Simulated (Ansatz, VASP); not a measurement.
## Two plane-wave programs on BAs

The input POSCAR:

```
BAs
1.0
    0.0000000000      2.3918676038      2.3918676038
    2.3918676038      0.0000000000      2.3918676038
    2.3918676038      2.3918676038      0.0000000000
B As
1 1
Direct
    0.0000000000      0.0000000000      0.0000000000
    0.2500000000      0.2500000000      0.2500000000
```

Contents of INCAR.step1:

```
SYSTEM = BAs
ALGO = Normal
EDIFF = 1E-5
ENCUT = 520
GGA = PE
ISIF = 2
ISMEAR = 0
LASPH = .True.
LCHARG = .False.
LREAL = .False.
LWAVE = .True.
NBANDS = 11
NELM = 60
PREC = Accurate
SIGMA = 0.01
```

File INCAR.step2:

```
SYSTEM = BAs
AEXX = 0.05
ALGO = Normal
EDIFF = 1E-6
ENCUT = 520
GGA = PE
ISIF = 2
ISMEAR = 0
ISTART = 1
LASPH = .True.
LCHARG = .False.
LHFCALC = .True.
LREAL = .False.
LWAVE = .False.
NBANDS = 11
NELM = 60
PREC = Accurate
PRECFOCK = Normal
SIGMA = 0.01
```

File KPOINTS:

```
k-points
0
Gamma
  4 4 4
  0 0 0
```

Input for Ansatz:

```yaml
crystal:
  lattice:
    - [0.0, 2.3918676038, 2.3918676038]
    - [2.3918676038, 0.0, 2.3918676038]
    - [2.3918676038, 2.3918676038, 0.0]
  atoms:
    - { symbol: B, position: [0.0, 0.0, 0.0] }
    - { symbol: As, position: [0.25, 0.25, 0.25] }
kpoints:
  mp_grid: { grid: [4, 4, 4] }
hamiltonian:
  xc: { exchange: pbe, correlation: pbe, exx: { coeff: 0.05 } }
scf:
  occupations: { method: fixed }
  n_extra_bands: 4
output:
  forces: true
  stress: true
  eigenvalues: true
```

Alike in both runs: task single point; functional PBE-based global hybrid; k mesh 4 × 4 × 4; no spin polarisation.

```csv
,VASP,Ansatz
version,VASP 6.6.1,Ansatz 0.2.0
potentials or method,"VASP PAW PBE potentials, release 64 (B, As)",plane waves
plane-wave cutoff (eV),520,420
occupations,"gaussian, width 0.01 eV",fixed
valence electrons in the cell,8,18
```

```tsv
	VASP	Ansatz	Ansatz less VASP
gap on the k mesh at the Fermi level (eV)	1.70	1.70	-0.003
pressure (GPa)	2.5	2.1	-0.45
```

VASP's potentials were made for PBE, not for PBE-based global hybrid. VASP's potentials hold 8 valence electrons a cell and Ansatz's 18, so a difference there can come from the potentials and not from the codes. Ansatz's warnings: stress exchange threshold loose, stress scf threshold loose.

The k mesh is coarse, so the values compare programs but aren't converged.
